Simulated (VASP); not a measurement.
# CdS (I-4m2) in VASP: settings compared, part 2 of 2

VASP 6.6.1.

## Step 4: Single point, PBE (epitaxial xy strain -3.0%)

Input file INCAR:

```
SYSTEM = CdS
PREC = Accurate
ENCUT = 520
EDIFF = 1E-6
ISMEAR = -1
SIGMA = 0.02
LREAL = .False.
LASPH = .True.
NELM = 100
ALGO = Normal
ISIF = 2
LWAVE = .False.
LCHARG = .False.
GGA = PE
NBANDS = 16
```

Input file KPOINTS:

```
Automatic mesh
0
Gamma
  8 8 8
  0 0 0
```

Input file POSCAR:

```
CdS
1.0
    0.0000000000      2.8510383914      3.0637896351
    2.8510383914      0.0000000000      3.0637896351
    2.8510383914      2.8510383914      0.0000000000
Cd S
1 1
Direct
    0.0000000000      0.0000000000      0.0000000000
    0.2500000000      0.2500000000      0.2500000000
```

Potentials or basis: VASP PAW PBE potentials, release 64 (Cd, S).

The run is started by

```
cat potpaw_PBE.64/Cd/POTCAR potpaw_PBE.64/S/POTCAR > POTCAR
mpirun -np 1 vasp_std > vasp.out
```

OUTCAR:

```text
SYSTEM = CdS
   PREC = Accurate
   ENCUT = 520
   EDIFF = 1E-6
   ISMEAR = -1
   LREAL = .False.
   LASPH = .True.
   NELM = 100
   ISIF = 2
   GGA = PE

 ion  position               nearest neighbor table
   1  0.000  0.000  0.000-   2 2.53   2 2.53   2 2.53   2 2.53
   2  0.250  0.250  0.250-   1 2.53   1 2.53   1 2.53   1 2.53

  LATTYP: Found a body centered tetragonal cell.
 ALAT       =     4.0319771600
 C/A-ratio  =     1.5197455311

  Lattice vectors:

 A1 = (  -2.8510383914,   0.0000000000,   3.0637896351)
 A2 = (   2.8510383914,   0.0000000000,   3.0637896351)
 A3 = (   0.0000000000,   2.8510383914,  -3.0637896351)

Analysis of symmetry for initial positions (statically):
=====================================================================
 Subroutine PRICEL returns:
 Original cell was already a primitive cell.

 Routine SETGRP: Setting up the symmetry group for a
 body centered tetragonal supercell.

 Subroutine GETGRP returns: Found  8 space group operations
 (whereof  8 operations were pure point group operations)
 out of a pool of 16 trial point group operations.

The static configuration has the point symmetry D_2d.

Analysis of symmetry for dynamics (positions and initial velocities):
=====================================================================
 Subroutine PRICEL returns:
 Original cell was already a primitive cell.

 Routine SETGRP: Setting up the symmetry group for a
 body centered tetragonal supercell.

 Subroutine GETGRP returns: Found  8 space group operations
 (whereof  8 operations were pure point group operations)
 out of a pool of 16 trial point group operations.

The dynamic configuration has the point symmetry D_2d.

 Subroutine INISYM returns: Found  8 space group operations
 (whereof  8 operations are pure point group operations),
 and found     1 'primitive' translations

----------------------------------------------------------------------------------------

                                     Primitive cell

  volume of cell :      49.8075

  direct lattice vectors                    reciprocal lattice vectors
     0.000000000  2.851038391  3.063789635    -0.175374699  0.175374699  0.163196583
     2.851038391  0.000000000  3.063789635     0.175374699 -0.175374699  0.163196583
     2.851038391  2.851038391  0.000000000     0.175374699  0.175374699 -0.163196583

  length of vectors
     4.185119692  4.185119692  4.031977160     0.296893407  0.296893407  0.296893407

  position of ions in fractional coordinates (direct lattice)
     0.000000000  0.000000000  0.000000000
     0.250000000  0.250000000  0.250000000

  ion indices of the primitive-cell ions
   primitive index   ion index
                 1           1
                 2           2

----------------------------------------------------------------------------------------

 KPOINTS: Automatic mesh

Automatic generation of k-mesh.
 Grid dimensions read from file:
 generate k-points for:    8    8    8

 Generating k-lattice:

  Cartesian coordinates                     Fractional coordinates (reciprocal lattice)
    -0.021921837  0.021921837  0.020399573     0.125000000  0.000000000  0.000000000
     0.021921837 -0.021921837  0.020399573     0.000000000  0.125000000  0.000000000
     0.021921837  0.021921837 -0.020399573     0.000000000  0.000000000  0.125000000

  Length of vectors
     0.037111676  0.037111676  0.037111676

  Shift w.r.t. Gamma in fractional coordinates (k-lattice)
     0.000000000  0.000000000  0.000000000

 Subroutine IBZKPT returns following result:
 ===========================================

 Found     59 irreducible k-points:

 Following reciprocal coordinates:
            Coordinates               Weight
  0.000000  0.000000  0.000000      1.000000
  0.125000 -0.000000  0.000000      8.000000
  0.250000 -0.000000  0.000000      8.000000
  0.375000 -0.000000  0.000000      8.000000
  0.500000 -0.000000  0.000000      4.000000
  0.125000  0.125000  0.000000      2.000000
[... 16 lines left out ...]
  0.250000 -0.000000  0.125000     16.000000
  0.375000 -0.000000  0.125000     16.000000
 [... further k-points ...]
   k-points           NKPTS =     59   k-points in BZ     NKDIM =     59   number of bands    NBANDS=     16
   number of dos      NEDOS =    301   number of ions     NIONS =      2
   total plane-waves  NPLWV =  30720
   dimension x,y,z NGX =    32 NGY =   32 NGZ =   30
   dimension x,y,z NGXF=    64 NGYF=   64 NGZF=   60
   ions per type =               1   1
   NGX,Y,Z   is equivalent  to a cutoff of  12.71, 12.71, 12.37 a.u.
   NGXF,Y,Z  is equivalent  to a cutoff of  25.42, 25.42, 24.74 a.u.
 SYSTEM =  CdS
   PREC   = accura    normal or accurate (medium, high low for compatibility)
   ISTART =      0    job   : 0-new  1-cont  2-samecut
   ICHARG =      2    charge: 1-file 2-atom 10-const
   ISPIN  =      1    spin polarized calculation?
   LNONCOLLINEAR =      F non collinear calculations
   LSORBIT =      F    spin-orbit coupling
   LASPH  =      T    aspherical Exc in radial PAW
   ENCUT  =  520.0 eV  38.22 Ry    6.18 a.u.   7.78  7.78  7.50*2*pi/ulx,y,z
   NELM   =    100;   NELMIN=  2; NELMDL= -5     # of ELM steps
   EDIFF  = 0.1E-05   stopping-criterion for ELM
   LREAL  =      F    real-space projection
   EDIFFG = 0.1E-04   stopping-criterion for IOM
   NSW    =      0    number of steps for IOM
   IBRION =     -1    ionic relax: 0-MD 1-quasi-New 2-CG
   NFREE  =      0    steps in history (QN), initial steepest desc. (CG)
   ISIF   =      2    stress and relaxation
   ISYM   =      2    0-nonsym 1-usesym 2-fastsym
   POTIM  = 0.5000    time-step for ionic-motion
   TEBEG  =    0.0;   TEEND  =   0.0 temperature during run
   PSTRESS=    0.0 pullay stress
   NELECT =      18.0000    total number of electrons
   NUPDOWN=      -1.0000    fix difference up-down
   EMIN   =  10.00;   EMAX   =-10.00  energy-range for DOS
   EFERMI =   0.00;   METHOD = LEGACY
   ISMEAR =    -1;   SIGMA  =   0.02  broadening in eV -4-tet -1-fermi 0-gaus
   EFERMI_NEDOS =   21; number of points for ismear=-14 and -15
   IALGO  =     38    algorithm
   IMIX   =      4    mixing-type and parameters
     AMIX     =   0.40;   BMIX     =  1.00
     AMIX_MAG =   1.60;   BMIX_MAG =  1.00
  volume/ion in A,a.u.               =      24.90       168.06
  Fermi-wavevector in a.u.,A,eV,Ry     =   1.166095  2.203600 18.500900  1.359778
  Thomas-Fermi vector in A             =   2.302613
   LORBIT       =      0    0 simple, 1 ext, 2 COOP (PROOUT), +10 PAW based schemes
   GGA     = PE    functional components
   LHFCALC =     F    Hartree Fock is set to
   AEXX    =    0.0000 exact exchange contribution
   IVDW    =     0    specifies the selected vdW correction
   LEPSILON=     F    determine dielectric tensor
   LRPA    =     F    only Hartree local field effects (RPA)
 non-spin polarized calculation
  energy-cutoff  :      520.00
  volume of cell :       49.81
 maximum number of plane-waves:      1362
   NGX = 15   NGY = 15   NGZ = 15

 number of electron      18.0000003 magnetization

 Free energy of the ion-electron system (eV)
  ---------------------------------------------------
  ext. energy  EPLUGINS =         0.00000000
  ---------------------------------------------------
  free energy    TOTEN  =        -6.11494841 eV

  energy without entropy =       -6.11494841  energy(sigma->0) =       -6.11494841

 E-fermi :   1.7865     XC(G=0):  -9.1369

 val. band max:        1.3528396342   @ k =   0.0000   0.0000   0.0000
 cond. band min:       2.4029606754   @ k =   0.0000   0.0000   0.0000
 fundamental gap:      1.0501210412
 Fermi energy:         1.7864795585

 k-point     1 :       0.0000    0.0000    0.0000
  band No.  band energies     occupation
      1     -11.0561      2.00000
      2      -6.4613      2.00000
      3      -6.4129      2.00000
      4      -6.4129      2.00000
      5      -5.9758      2.00000
      6      -5.9490      2.00000
[... 8 lines left out ...]
     15      12.8003      0.00000
     16      13.2536      0.00000
[... 419 lines left out ...]
 k-point    24 :       0.3750   -0.0000    0.1250
  band No.  band energies     occupation
      1     -10.6975      2.00000
      2      -6.3313      2.00000
      3      -6.2847      2.00000
      4      -6.0544      2.00000
      5      -5.9322      2.00000
      6      -5.8404      2.00000
[... 8 lines left out ...]
     15      13.0386      0.00000
     16      13.7540      0.00000

 [... further k-points ...]

------------------------ aborting loop because EDIFF is reached ----------------------------------------

  FORCE on cell =-STRESS in cart. coord.  units (eV):
  Direction    XX          YY          ZZ          XY          YZ          ZX
  --------------------------------------------------------------------------------------
  -------------------------------------------------------------------------------------
  Total        1.0172443      1.0172443      0.5709150      0.0000000      0.0000000      0.0000000
  in kB       32.7220704     32.7220704     18.3648314      0.0000000      0.0000000      0.0000000
  external PRESSURE =      27.9363241 kB  Pullay stress =       0.0000000 kB

 VOLUME and BASIS-vectors are now :
 -----------------------------------------------------------------------------
  energy-cutoff  :      520.00
  volume of cell :       49.81
      direct lattice vectors                 reciprocal lattice vectors
     0.000000000  2.851038391  3.063789635    -0.175374699  0.175374699  0.163196583
     2.851038391  0.000000000  3.063789635     0.175374699 -0.175374699  0.163196583
     2.851038391  2.851038391  0.000000000     0.175374699  0.175374699 -0.163196583

 POSITION                                       TOTAL-FORCE (eV/Angst)
 -----------------------------------------------------------------------------------
      0.00000      0.00000      0.00000         0.000000      0.000000      0.000000
      1.42552      1.42552      1.53189        -0.000000     -0.000000     -0.000000
 -----------------------------------------------------------------------------------
    total drift:                                0.000002      0.000002      0.000001

  FREE ENERGIE OF THE ION-ELECTRON SYSTEM (eV)
  ---------------------------------------------------
  free  energy   TOTEN  =        -6.1149484125 eV

  energy  without entropy=       -6.1149484125  energy(sigma->0) =       -6.11494841
```

It took 66 s on 1 thread of Intel Xeon 6975P-C, shared host; peak memory 0.2 GiB.

What came out:

```yaml
Free_energy: -6.1149 eV
Pressure: 2.8 GPa
Band_gap_on_the_k_mesh: 1.05 eV, direct
```

Stress tensor (GPa, compression positive):
```
3.27 0.00 0.00
0.00 3.27 0.00
0.00 0.00 1.84
```

Levels at points of the mesh, in eV from the valence-band top:
| k point | band 6 | band 7 | band 8 | band 9 | band 10 | band 11 | band 12 | band 13 |
| --- | --- | --- | --- | --- | --- | --- | --- | --- |
| (0.00, 0.00, 0.00) | -7.30 | -0.24 | 0.00 | 0.00 | 1.05 | 6.50 | 6.51 | 6.51 |
| (0.50, 0.00, 0.00) | -6.94 | -4.43 | -0.97 | -0.66 | 2.88 | 6.72 | 7.23 | 7.42 |
| (0.50, 0.50, 0.00) | -6.98 | -4.29 | -1.73 | -1.73 | 3.68 | 4.67 | 8.67 | 10.80 |
| (0.50, 0.00, 0.50) | -6.83 | -3.85 | -2.08 | -1.96 | 3.40 | 4.08 | 9.36 | 10.16 |

Caveat: the cell differs from its parent crystal (epitaxial xy strain -3.0%).

## Step 5: The runs side by side

```tsv
level	k mesh	smearing	gap on the mesh (eV)	pressure (GPa)
r2SCAN	8 × 8 × 8	gaussian 0.01 eV	1.49	1.4
PBE	4 × 4 × 4	gaussian 0.01 eV	1.04	3.0
PBE	8 × 8 × 8	fermi-dirac 0.02 eV	1.05	2.8
```

Alike in all rows: task single point; potentials or basis VASP PAW PBE potentials, release 64 (Cd, S); no spin polarisation; cell as given; cutoff (eV) 520.

Caveats: some runs use coarse meshes; the PAW data sets were made with another functional, which shifts forces and pressure a little (some runs).

Total energies depend on the potentials used, so only differences within one code and one set of settings carry meaning.
